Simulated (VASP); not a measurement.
# Be3OsC2 (P6/mmm) in VASP: notebook, part 2 of 2

VASP 6.6.1. Earlier steps stand in the parts before.

## 3. Relaxation of cell and atoms, PBE

INCAR reads:

```
SYSTEM = Be3OsC2
  ALGO = Normal
  EDIFF = 1E-6
  EDIFFG = -0.01
  ENCUT = 600
  GGA = PE
  IBRION = 2
  ISIF = 3
  ISMEAR = 0
  LASPH = .True.
  LCHARG = .False.
  LREAL = .False.
  LWAVE = .False.
  NELM = 80
  NSW = 100
  PREC = Accurate
  SIGMA = 0.1
```

KPOINTS reads:

```
k-points
0
Gamma
  12 12 8
  0 0 0
```

POSCAR reads:

```
Be3OsC2
1.0
    4.5905420373      0.0000000000      0.0000000000
   -2.2952710186      3.9755260214      0.0000000000
    0.0000000000      0.0000000000      5.1619747605
Be Os C
3 1 2
Direct
    0.5000000000      0.0000000000      0.5000000000
    0.0000000000      0.5000000000      0.5000000000
    0.5000000000      0.5000000000      0.5000000000
    0.0000000000      0.0000000000      0.5000000000
    0.0000000000      0.0000000000      0.1266001547
    0.0000000000      0.0000000000      0.8733998453
```

Potentials or basis: VASP PAW PBE potentials, release 64 (Be, Os, C).

Launch:

```
cat potpaw_PBE.64/Be/POTCAR potpaw_PBE.64/Os/POTCAR potpaw_PBE.64/C/POTCAR > POTCAR
mpirun -np 1 vasp_std > vasp.out
```

OUTCAR:

```text
SYSTEM = Be3OsC2
   EDIFF = 1E-6
   EDIFFG = -0.01
   ENCUT = 600
   GGA = PE
   IBRION = 2
   ISIF = 3
   ISMEAR = 0
   LASPH = .True.
   LREAL = .False.
   NELM = 80
   NSW = 100
   PREC = Accurate

 ion  position               nearest neighbor table
   1  0.500  0.000  0.500-   3 2.30   3 2.30   2 2.30   2 2.30   4 2.30   4 2.30
   2  0.000  0.500  0.500-   4 2.30   4 2.30   1 2.30   1 2.30   3 2.30   3 2.30
   3  0.500  0.500  0.500-   1 2.30   1 2.30   4 2.30   4 2.30   2 2.30   2 2.30
   4  0.000  0.000  0.500-   5 1.93   6 1.93   2 2.30   2 2.30   3 2.30   3 2.30   1 2.30   1 2.30

   5  0.000  0.000  0.127-   6 1.31   4 1.93
   6  0.000  0.000  0.873-   5 1.31   4 1.93

  LATTYP: Found a hexagonal cell.
 ALAT       =     4.5905420373
 C/A-ratio  =     1.1244804467

  Lattice vectors:

 A1 = (   4.5905420373,   0.0000000000,   0.0000000000)
 A2 = (  -2.2952710186,   3.9755260214,   0.0000000000)
 A3 = (   0.0000000000,   0.0000000000,   5.1619747605)

Analysis of symmetry for initial positions (statically):
=====================================================================
 Subroutine PRICEL returns:
 Original cell was already a primitive cell.

 Routine SETGRP: Setting up the symmetry group for a
 hexagonal supercell.

 Subroutine GETGRP returns: Found 24 space group operations
 (whereof 24 operations were pure point group operations)
 out of a pool of 24 trial point group operations.

The static configuration has the point symmetry D_6h.

Analysis of symmetry for dynamics (positions and initial velocities):
=====================================================================
 Subroutine PRICEL returns:
 Original cell was already a primitive cell.

 Routine SETGRP: Setting up the symmetry group for a
 hexagonal supercell.

 Subroutine GETGRP returns: Found 24 space group operations
 (whereof 24 operations were pure point group operations)
 out of a pool of 24 trial point group operations.

The dynamic configuration has the point symmetry D_6h.

 Subroutine INISYM returns: Found 24 space group operations
 (whereof 24 operations are pure point group operations),
 and found     1 'primitive' translations

----------------------------------------------------------------------------------------

                                     Primitive cell

  volume of cell :      94.2051

  direct lattice vectors                    reciprocal lattice vectors
     4.590542037  0.000000000  0.000000000     0.217839199  0.125769520  0.000000000
    -2.295271019  3.975526021  0.000000000     0.000000000  0.251539040  0.000000000
     0.000000000  0.000000000  5.161974760     0.000000000  0.000000000  0.193724310

  length of vectors
     4.590542037  4.590542037  5.161974760     0.251539040  0.251539040  0.193724310

  position of ions in fractional coordinates (direct lattice)
     0.500000000  0.000000000  0.500000000
     1.000000000  0.500000000  0.500000000
     0.500000000  0.500000000  0.500000000
     0.000000000  0.000000000  0.500000000
     0.000000000  0.000000000  0.126600155
     0.000000000  0.000000000  0.873399845

  ion indices of the primitive-cell ions
   primitive index   ion index
                 1           1
                 2           2
                 3           3
[... 67 lines left out ...]
   ISTART =      0    job   : 0-new  1-cont  2-samecut
   ICHARG =      2    charge: 1-file 2-atom 10-const
   ISPIN  =      1    spin polarized calculation?
   LNONCOLLINEAR =      F non collinear calculations
   LSORBIT =      F    spin-orbit coupling
   LASPH  =      T    aspherical Exc in radial PAW
   ENCUT  =  600.0 eV  44.10 Ry    6.64 a.u.   9.17  9.17 10.31*2*pi/ulx,y,z
   NELM   =     80;   NELMIN=  2; NELMDL= -5     # of ELM steps
   EDIFF  = 0.1E-05   stopping-criterion for ELM
   LREAL  =      F    real-space projection
   EDIFFG = -.1E-01   stopping-criterion for IOM
   NSW    =    100    number of steps for IOM
   IBRION =      2    ionic relax: 0-MD 1-quasi-New 2-CG
   NFREE  =      1    steps in history (QN), initial steepest desc. (CG)
   ISIF   =      3    stress and relaxation
   ISYM   =      2    0-nonsym 1-usesym 2-fastsym
   POTIM  = 0.5000    time-step for ionic-motion
   TEBEG  =    0.0;   TEEND  =   0.0 temperature during run
   PSTRESS=    0.0 pullay stress
   NELECT =      22.0000    total number of electrons
   NUPDOWN=      -1.0000    fix difference up-down
   EMIN   =  10.00;   EMAX   =-10.00  energy-range for DOS
   EFERMI =   0.00;   METHOD = LEGACY
   ISMEAR =     0;   SIGMA  =   0.10  broadening in eV -4-tet -1-fermi 0-gaus
   EFERMI_NEDOS =   21; number of points for ismear=-14 and -15
   IALGO  =     38    algorithm
   IMIX   =      4    mixing-type and parameters
     AMIX     =   0.40;   BMIX     =  1.00
     AMIX_MAG =   1.60;   BMIX_MAG =  1.00
  volume/ion in A,a.u.               =      15.70       105.95
  Fermi-wavevector in a.u.,A,eV,Ry     =   1.008148  1.905123 13.828447  1.016362
  Thomas-Fermi vector in A             =   2.140997
   LORBIT       =      0    0 simple, 1 ext, 2 COOP (PROOUT), +10 PAW based schemes
   GGA     = PE    functional components
   LHFCALC =     F    Hartree Fock is set to
   AEXX    =    0.0000 exact exchange contribution
   IVDW    =     0    specifies the selected vdW correction
   LEPSILON=     F    determine dielectric tensor
   LRPA    =     F    only Hartree local field effects (RPA)
 conjugate gradient relaxation of ions
 non-spin polarized calculation
 Gauss-broadening in eV      SIGMA  =   0.10
  energy-cutoff  :      600.00
  volume of cell :       94.21
 maximum number of plane-waves:      3166
 NGX is ok and might be reduce to    40
   NGX = 19   NGY = 19   NGZ = 21

--------------------------------------- Ionic step        1  -------------------------------------------

 number of electron      21.9999999 magnetization

 Free energy of the ion-electron system (eV)
  ---------------------------------------------------
  ext. energy  EPLUGINS =         0.00000000
  ---------------------------------------------------
  free energy    TOTEN  =       -36.85907590 eV

  energy without entropy =      -36.84416695  energy(sigma->0) =      -36.85162142

------------------------ aborting loop because EDIFF is reached ----------------------------------------

  FORCE on cell =-STRESS in cart. coord.  units (eV):
  Direction    XX          YY          ZZ          XY          YZ          ZX
  --------------------------------------------------------------------------------------
  -------------------------------------------------------------------------------------
  Total        0.0493202      0.0493202      0.5968337      0.0000000     -0.0000000     -0.0000000
  in kB        0.8388057      0.8388057     10.1505474      0.0000000     -0.0000000     -0.0000000
  external PRESSURE =       3.9427196 kB  Pullay stress =       0.0000000 kB
[... 147 lines left out ...]
--------------------------------------- Ionic step        5  -------------------------------------------

 number of electron      21.9999999 magnetization

 Free energy of the ion-electron system (eV)
  ---------------------------------------------------
  ext. energy  EPLUGINS =         0.00000000
  ---------------------------------------------------
  free energy    TOTEN  =       -36.86007423 eV

  energy without entropy =      -36.84479132  energy(sigma->0) =      -36.85243278

 E-fermi :   1.9763     XC(G=0):  -8.5541

 val. band max:        1.9705587198   @ k =   0.4167   0.1667   0.3750
 cond. band min:       1.9860860855   @ k =   0.2500   0.1667   0.2500
 fundamental gap:      0.0155273658
 Fermi energy:         1.9762601034

 k-point     1 :       0.0000    0.0000    0.0000
  band No.  band energies     occupation
      1     -12.0957      2.00000
      2      -5.5847      2.00000
      3      -4.3227      2.00000
      4      -3.9867      2.00000
      5      -1.0110      2.00000
      6      -1.0110      2.00000
      7      -0.9902      2.00000
      8      -0.9902      2.00000
      9      -0.7174      2.00000
     10      -0.7174      2.00000
     11       0.4035      2.00000
     12       3.0073      0.00000
     13       3.0073      0.00000
     14       3.3213      0.00000
[... 401 lines left out ...]
      2      -5.6787      2.00000
      3      -4.0679      2.00000
      4      -3.1417      2.00000
      5      -2.5561      2.00000
      6      -1.9229      2.00000
      7      -1.5919      2.00000
      8      -1.2294      2.00000
      9      -0.9476      2.00000
     10      -0.3085      2.00000
     11       0.7179      2.00000
     12       2.8310      0.00000
     13       3.1201      0.00000
     14       4.5118      0.00000
     15       6.3684      0.00000

 [... further k-points ...]

------------------------ aborting loop because EDIFF is reached ----------------------------------------

  FORCE on cell =-STRESS in cart. coord.  units (eV):
  Direction    XX          YY          ZZ          XY          YZ          ZX
  --------------------------------------------------------------------------------------
  -------------------------------------------------------------------------------------
  Total        0.0077534      0.0077534      0.0071952      0.0000000      0.0000000     -0.0000000
  in kB        0.1315473      0.1315473      0.1220769      0.0000000      0.0000000     -0.0000000
  external PRESSURE =       0.1283905 kB  Pullay stress =       0.0000000 kB
[... 21 lines left out ...]
  FREE ENERGIE OF THE ION-ELECTRON SYSTEM (eV)
  ---------------------------------------------------
  free  energy   TOTEN  =       -36.8600742322 eV

  energy  without entropy=      -36.8447913249  energy(sigma->0) =      -36.85243278

 reached required accuracy - stopping structural energy minimisation
```

Wall time 4.2 min (1 thread of Intel Xeon 6975P-C (Granite Rapids), shared host); peak memory 0.39 GiB.

What came out:

* Free energy: -36.8601 eV
* Relaxed volume: 15.74 Å³/atom
* Relaxed cell: a = 4.591 Å, b = 4.591 Å, c = 5.173 Å, α = 90.00°, β = 90.00°, γ = 120.00°
* Space group after relaxing (to 0.1 Å): P6/mmm (No. 191)
* Energy gained by relaxing: 0.2 meV/atom
* Ionic steps: 5
* Pressure after relaxing: 0.0 GPa
* Band gap on the k mesh: zero (bands 11 and 12 overlap by 1.53 eV)

The path:
| step | energy change (eV) | largest force (eV/Å) | pressure (GPa) | volume (Å³) |
| --- | --- | --- | --- | --- |
| 1 | 0.0000 | 0.1792 | 0.39 | 94.21 |
| 2 | 0.0044 | 0.7275 | -0.33 | 94.73 |
| 3 | -0.0008 | 0.0819 | 0.17 | 94.36 |
| 4 | 0.0001 | 0.2240 | -0.46 | 94.65 |
| 5 | -0.0010 | 0.0005 | 0.01 | 94.43 |

Final structure:
```yaml
crystal:
  lattice:
    - [4.59119, 0.00000, 0.00000]
    - [-2.29559, 3.97608, 0.00000]
    - [0.00000, 0.00000, 5.17296]
  atoms:
    - { symbol: Be, position: [0.50000, 0.00000, 0.50000] }
    - { symbol: Be, position: [0.00000, 0.50000, 0.50000] }
    - { symbol: Be, position: [0.50000, 0.50000, 0.50000] }
    - { symbol: Os, position: [0.00000, 0.00000, 0.50000] }
    - { symbol: C, position: [0.00000, 0.00000, 0.12620] }
    - { symbol: C, position: [0.00000, 0.00000, 0.87380] }
```

Caveat: spin-orbit coupling is left out, which moves the levels of the heavy elements.
